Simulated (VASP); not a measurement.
# KI (I4/mmm) in VASP: notebook, part 2 of 2

VASP 6.6.1.

### Step 3. Single point, PBEsol (strain -0.0300 x Voigt [0, 0, 1, 0, 0, 0])

INCAR

```
PREC     = Accurate       # precision mode
ENCUT    = 520            # plane-wave cutoff, eV
EDIFF    = 1E-7           # SCF threshold, eV
ISMEAR   = 0              # smearing method
SIGMA    = 0.05           # smearing width, eV
LREAL    = False          # projectors in reciprocal space
LASPH    = True           # aspherical terms in the spheres
NELM     = 100            # most SCF steps
ALGO     = Normal         # electronic algorithm
ISIF     = 2              # what is computed and relaxed
LWAVE    = False          # write WAVECAR
LCHARG   = False          # write CHGCAR
GGA      = PS             # functional
NBANDS   = 15             # bands
```

KPOINTS

```
regular mesh
0
Gamma
  6 6 6
```

POSCAR

```
KI
1.0
    0.0000000000      3.5245500000      3.4188135000
    3.5245500000      0.0000000000      3.4188135000
    3.5245500000      3.5245500000      0.0000000000
K I
1 1
Direct
    0.0000000000      0.0000000000      0.0000000000
    0.5000000000      0.5000000000      0.5000000000
```

Potentials or basis: VASP PAW PBE potentials, release 64 (K_sv, I).

Started as:

```sh
$ cat potpaw_PBE.64/K_sv/POTCAR potpaw_PBE.64/I/POTCAR > POTCAR
$ mpirun -np 1 vasp_std > vasp.out
```

OUTCAR:

```text
PREC = Accurate
   ENCUT = 520
   EDIFF = 1E-7
   ISMEAR = 0
   LREAL = False
   LASPH = True
   NELM = 100
   ISIF = 2
   GGA = PS

 ion  position               nearest neighbor table
   1  0.000  0.000  0.000-   2 3.42   2 3.42   2 3.52   2 3.52   2 3.52   2 3.52
   2  0.500  0.500  0.500-   1 3.42   1 3.42   1 3.52   1 3.52   1 3.52   1 3.52

  LATTYP: Found a body centered tetragonal cell.
 ALAT       =     4.9844664113
 C/A-ratio  =     1.3717871555

  Lattice vectors:

 A1 = (   0.0000000000,  -3.5245500000,  -3.4188135000)
 A2 = (   0.0000000000,   3.5245500000,  -3.4188135000)
 A3 = (   3.5245500000,   0.0000000000,   3.4188135000)

Analysis of symmetry for initial positions (statically):
=====================================================================
 Subroutine PRICEL returns:
 Original cell was already a primitive cell.

 Routine SETGRP: Setting up the symmetry group for a
 body centered tetragonal supercell.

 Subroutine GETGRP returns: Found 16 space group operations
 (whereof 16 operations were pure point group operations)
 out of a pool of 16 trial point group operations.

The static configuration has the point symmetry D_4h.

Analysis of symmetry for dynamics (positions and initial velocities):
=====================================================================
 Subroutine PRICEL returns:
 Original cell was already a primitive cell.

 Routine SETGRP: Setting up the symmetry group for a
 body centered tetragonal supercell.

 Subroutine GETGRP returns: Found 16 space group operations
 (whereof 16 operations were pure point group operations)
 out of a pool of 16 trial point group operations.

The dynamic configuration has the point symmetry D_4h.

 Subroutine INISYM returns: Found 16 space group operations
 (whereof 16 operations are pure point group operations),
 and found     1 'primitive' translations

----------------------------------------------------------------------------------------

                                     Primitive cell

  volume of cell :      84.9401

  direct lattice vectors                    reciprocal lattice vectors
     0.000000000  3.524550000  3.418813500    -0.141862082  0.141862082  0.146249569
     3.524550000  0.000000000  3.418813500     0.141862082 -0.141862082  0.146249569
     3.524550000  3.524550000  0.000000000     0.141862082  0.141862082 -0.146249569

  length of vectors
     4.910268674  4.910268674  4.984466411     0.248271297  0.248271297  0.248271297

  position of ions in fractional coordinates (direct lattice)
     0.000000000  0.000000000  0.000000000
     0.500000000  0.500000000  0.500000000

  ion indices of the primitive-cell ions
   primitive index   ion index
                 1           1
                 2           2

----------------------------------------------------------------------------------------

 KPOINTS: regular mesh

Automatic generation of k-mesh.
 Grid dimensions read from file:
 generate k-points for:    6    6    6

 Generating k-lattice:

  Cartesian coordinates                     Fractional coordinates (reciprocal lattice)
    -0.023643680  0.023643680  0.024374928     0.166666667  0.000000000  0.000000000
     0.023643680 -0.023643680  0.024374928     0.000000000  0.166666667  0.000000000
     0.023643680  0.023643680 -0.024374928     0.000000000  0.000000000  0.166666667

  Length of vectors
     0.041378549  0.041378549  0.041378549

  Shift w.r.t. Gamma in fractional coordinates (k-lattice)
     0.000000000  0.000000000  0.000000000

 Subroutine IBZKPT returns following result:
 ===========================================

 Found     30 irreducible k-points:

 Following reciprocal coordinates:
            Coordinates               Weight
  0.000000  0.000000  0.000000      1.000000
  0.166667 -0.000000  0.000000      8.000000
  0.333333 -0.000000  0.000000      8.000000
  0.500000 -0.000000  0.000000      4.000000
  0.166667  0.166667  0.000000      2.000000
  0.333333  0.166667  0.000000      8.000000
[... 16 lines left out ...]
  0.333333  0.000000  0.333333      4.000000
  0.500000 -0.000000  0.333333     16.000000
 [... further k-points ...]
   k-points           NKPTS =     30   k-points in BZ     NKDIM =     30   number of bands    NBANDS=     15
   number of dos      NEDOS =    301   number of ions     NIONS =      2
   total plane-waves  NPLWV =  64000
   dimension x,y,z NGX =    40 NGY =   40 NGZ =   40
   dimension x,y,z NGXF=    80 NGYF=   80 NGZF=   80
   ions per type =               1   1
   NGX,Y,Z   is equivalent  to a cutoff of  13.54, 13.54, 13.34 a.u.
   NGXF,Y,Z  is equivalent  to a cutoff of  27.09, 27.09, 26.68 a.u.
 SYSTEM =  unknown system
   PREC   = accura    normal or accurate (medium, high low for compatibility)
   ISTART =      0    job   : 0-new  1-cont  2-samecut
   ICHARG =      2    charge: 1-file 2-atom 10-const
   ISPIN  =      1    spin polarized calculation?
   LNONCOLLINEAR =      F non collinear calculations
   LSORBIT =      F    spin-orbit coupling
   LASPH  =      T    aspherical Exc in radial PAW
   ENCUT  =  520.0 eV  38.22 Ry    6.18 a.u.   9.13  9.13  9.27*2*pi/ulx,y,z
   NELM   =    100;   NELMIN=  2; NELMDL= -5     # of ELM steps
   EDIFF  = 0.1E-06   stopping-criterion for ELM
   LREAL  =      F    real-space projection
   EDIFFG = 0.1E-05   stopping-criterion for IOM
   NSW    =      0    number of steps for IOM
   IBRION =     -1    ionic relax: 0-MD 1-quasi-New 2-CG
   NFREE  =      0    steps in history (QN), initial steepest desc. (CG)
   ISIF   =      2    stress and relaxation
   ISYM   =      2    0-nonsym 1-usesym 2-fastsym
   POTIM  = 0.5000    time-step for ionic-motion
   TEBEG  =    0.0;   TEEND  =   0.0 temperature during run
   PSTRESS=    0.0 pullay stress
   NELECT =      16.0000    total number of electrons
   NUPDOWN=      -1.0000    fix difference up-down
   EMIN   =  10.00;   EMAX   =-10.00  energy-range for DOS
   EFERMI =   0.00;   METHOD = LEGACY
   ISMEAR =     0;   SIGMA  =   0.05  broadening in eV -4-tet -1-fermi 0-gaus
   EFERMI_NEDOS =   21; number of points for ismear=-14 and -15
   IALGO  =     38    algorithm
   IMIX   =      4    mixing-type and parameters
     AMIX     =   0.40;   BMIX     =  1.00
     AMIX_MAG =   1.60;   BMIX_MAG =  1.00
  volume/ion in A,a.u.               =      42.47       286.60
  Fermi-wavevector in a.u.,A,eV,Ry     =   0.938449  1.773411 11.982462  0.880686
  Thomas-Fermi vector in A             =   2.065662
   LORBIT       =      0    0 simple, 1 ext, 2 COOP (PROOUT), +10 PAW based schemes
   GGA     = PS    functional components
   LHFCALC =     F    Hartree Fock is set to
   AEXX    =    0.0000 exact exchange contribution
   IVDW    =     0    specifies the selected vdW correction
   LEPSILON=     F    determine dielectric tensor
   LRPA    =     F    only Hartree local field effects (RPA)
 non-spin polarized calculation
 Gauss-broadening in eV      SIGMA  =   0.05
  energy-cutoff  :      520.00
  volume of cell :       84.94
 maximum number of plane-waves:      2312
 NGX is ok and might be reduce to    40
   NGX = 19   NGY = 19   NGZ = 19

 number of electron      16.0000000 magnetization

 Free energy of the ion-electron system (eV)
  ---------------------------------------------------
  ext. energy  EPLUGINS =         0.00000000
  ---------------------------------------------------
  free energy    TOTEN  =        -5.81025718 eV

  energy without entropy =       -5.81025718  energy(sigma->0) =       -5.81025718

 E-fermi :  -0.0769     XC(G=0):  -7.4938

 val. band max:       -0.3028741046   @ k =   0.0000   0.0000   0.0000
 cond. band min:       3.5820607432   @ k =   0.0000   0.0000   0.0000
 fundamental gap:      3.8849348478
 Fermi energy:        -0.0768633757

 k-point     1 :       0.0000    0.0000    0.0000
  band No.  band energies     occupation
      1     -28.5722      2.00000
      2     -12.1346      2.00000
      3     -12.1291      2.00000
      4     -12.1291      2.00000
      5     -10.9086      2.00000
      6      -0.3148      2.00000
      7      -0.3148      2.00000
      8      -0.3029      2.00000
      9       3.5821      0.00000
     10       6.0326      0.00000
     11       6.0326      0.00000
     12       6.2260      0.00000
     13       6.7973      0.00000
     14       6.9318      0.00000
[... 401 lines left out ...]
      2     -12.2126      2.00000
      3     -12.1637      2.00000
      4     -12.1470      2.00000
      5     -10.6977      2.00000
      6      -1.3658      2.00000
      7      -0.8741      2.00000
      8      -0.6863      2.00000
      9       4.8826      0.00000
     10       5.9351      0.00000
     11       7.4061      0.00000
     12       7.8956      0.00000
     13       8.6256      0.00000
     14       9.0770      0.00000
     15       9.5369      0.00000

 [... further k-points ...]
[... 5 lines left out ...]
  --------------------------------------------------------------------------------------
  -------------------------------------------------------------------------------------
  Total       -0.0382668     -0.0382668      0.4519377      0.0000000     -0.0000000     -0.0000000
  in kB       -0.7218061     -0.7218061      8.5246469      0.0000000     -0.0000000     -0.0000000
  external PRESSURE =       2.3603449 kB  Pullay stress =       0.0000000 kB

 VOLUME and BASIS-vectors are now :
 -----------------------------------------------------------------------------
  energy-cutoff  :      520.00
  volume of cell :       84.94
      direct lattice vectors                 reciprocal lattice vectors
     0.000000000  3.524550000  3.418813500    -0.141862082  0.141862082  0.146249569
     3.524550000  0.000000000  3.418813500     0.141862082 -0.141862082  0.146249569
     3.524550000  3.524550000  0.000000000     0.141862082  0.141862082 -0.146249569

 POSITION                                       TOTAL-FORCE (eV/Angst)
 -----------------------------------------------------------------------------------
      0.00000      0.00000      0.00000         0.000000      0.000000      0.000000
      3.52455      3.52455      3.41881         0.000000      0.000000      0.000000
 -----------------------------------------------------------------------------------
    total drift:                                0.000000     -0.000000     -0.000000

  FREE ENERGIE OF THE ION-ELECTRON SYSTEM (eV)
  ---------------------------------------------------
  free  energy   TOTEN  =        -5.8102571837 eV

  energy  without entropy=       -5.8102571837  energy(sigma->0) =       -5.81025718
```

Run time: 52 s. Hardware: 1 thread of Intel Xeon Platinum 8488C (Sapphire Rapids), shared host; peak memory 0.24 GiB.

Results:

* Free energy: -5.8103 eV
* Pressure: 0.2 GPa
* Band gap on the k mesh: 3.88 eV, direct

Caveat: the cell differs from its parent crystal (strain -0.0300 x Voigt [0, 0, 1, 0, 0, 0]); the PAW data sets were made with another functional, which shifts forces and pressure a little; spin-orbit coupling is left out, which moves the levels of the heavy elements.
